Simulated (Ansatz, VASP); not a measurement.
Al2Cu in VASP and in Ansatz

File INCAR:

```
SYSTEM = Al2Cu
ALGO     = Normal         ! electronic algorithm
DIPOL    = 0.5 0.5 0.492
EDIFF    = 1E-6           ! SCF threshold, eV
ENCUT    = 520            ! plane-wave cutoff, eV
GGA      = PS             ! functional
IDIPOL   = 3            
ISIF     = 2              ! what is computed and relaxed
ISMEAR   = 0              ! smearing method
LASPH    = .True.         ! aspherical terms in the spheres
LCHARG   = .False.        ! write CHGCAR
LDIPOL   = .True.       
LREAL    = .False.        ! projectors in reciprocal space
LWAVE    = .False.        ! write WAVECAR
NBANDS   = 46             ! bands
NELM     = 80             ! most SCF steps
PREC     = Accurate       ! precision mode
SIGMA    = 0.1            ! smearing width, eV
```

File KPOINTS:

```
k-points
0
Gamma
  15 15 1
  0 0 0
```

File POSCAR:

```
Al2Cu
1.0
    4.0606750000      0.0000000000      0.0000000000
    0.0000000000      4.0606750000      0.0000000000
    0.0000000000      0.0000000000     27.9788289869
Al Cu
8 4
Direct
    0.5000000000      0.0000000000      0.3216717899
    0.0000000000      0.5000000000      0.3216717899
    0.0000000000      0.5000000000      0.4235736200
    0.5000000000      0.0000000000      0.4235736200
    0.5000000000      0.0000000000      0.5262816934
    0.0000000000      0.5000000000      0.5262816934
    0.0000000000      0.5000000000      0.6281226326
    0.5000000000      0.0000000000      0.6281226326
    0.0000000000      0.0000000000      0.3726227099
    0.5000000000      0.5000000000      0.4745245400
    0.0000000000      0.0000000000      0.5772313864
    0.5000000000      0.5000000000      0.6751352994
```

Input for Ansatz:

```yaml
crystal:
  lattice:
    - [4.060675, 0.0, 0.0]
    - [0.0, 4.060675, 0.0]
    - [0.0, 0.0, 27.9788289869]
  atoms:
    - { symbol: Al, position: [0.5, 0.0, 0.3216717899] }
    - { symbol: Al, position: [0.0, 0.5, 0.3216717899] }
    - { symbol: Cu, position: [0.0, 0.0, 0.3726227099] }
    - { symbol: Al, position: [0.0, 0.5, 0.42357362] }
    - { symbol: Al, position: [0.5, 0.0, 0.42357362] }
    - { symbol: Cu, position: [0.5, 0.5, 0.47452454] }
    - { symbol: Al, position: [0.5, 0.0, 0.5262816934] }
    - { symbol: Al, position: [0.0, 0.5, 0.5262816934] }
    - { symbol: Cu, position: [0.0, 0.0, 0.5772313864] }
    - { symbol: Al, position: [0.0, 0.5, 0.6281226326] }
    - { symbol: Al, position: [0.5, 0.0, 0.6281226326] }
    - { symbol: Cu, position: [0.5, 0.5, 0.6751352994] }
basis:
  ecutwfc: 420.0
  fft_grid_basis: typed
kpoints:
  mp_grid: { grid: [15, 15, 1] }
hamiltonian:
  xc: pbesol
  pseudopotentials: { kind: paw }
scf:
  occupations: { method: gaussian, width: 0.1 }
output:
  forces: true
  eigenvalues: true
  band_densities:
    - { e_range: [-2.0, -1.0] }
    - { e_range: [-1.0, -0.5] }
    - { e_range: [-0.5, -0.25] }
    - { e_range: [-0.25, 0.0] }
    - { e_range: [0.0, 0.25] }
    - { e_range: [0.25, 0.5] }
    - { e_range: [0.5, 1.0] }
    - { e_range: [1.0, 1.5] }
  band_residual_tolerance: 1.0e-05
  write_potential: true
  elf: true
  write_density: true
  volumetric_format: npy
efield:
  axis: 3
  dipole_correction: true
  ramp_width: 0.04
checkpoint:
  read: start.run
  write: ck
  compress: false
  write_wavefunctions: false
  write_every: 100000
```

Alike in both runs: task single point; functional PBEsol; k mesh 15 × 15 × 1; occupations gaussian, width 0.1 eV; no spin polarisation.

|  | VASP | Ansatz |
| --- | --- | --- |
| version | VASP 6.6.1 | Ansatz 0.2.0 |
| potentials or method | VASP PAW PBE potentials, release 64 (Al, Cu), cutoff 520 eV | scalar-relativistic, plane waves, PAW |
| valence electrons in the cell | 68 | 100 |

```csv
,VASP,Ansatz,Ansatz less VASP
gap on the k mesh at the Fermi level (eV),none,none,-
rms of the force components (eV/Å),0.063,0.067,+0.0039
```

VASP's potentials were made for PBE, not for PBEsol. A gap of «none» marks a metal or a gap that the smearing closes. VASP's potentials hold 68 valence electrons a cell and Ansatz's 100, so a difference there can come from the potentials and not from the codes. Ansatz's warnings: published levels not confirmed, xc potential rough in thin density.
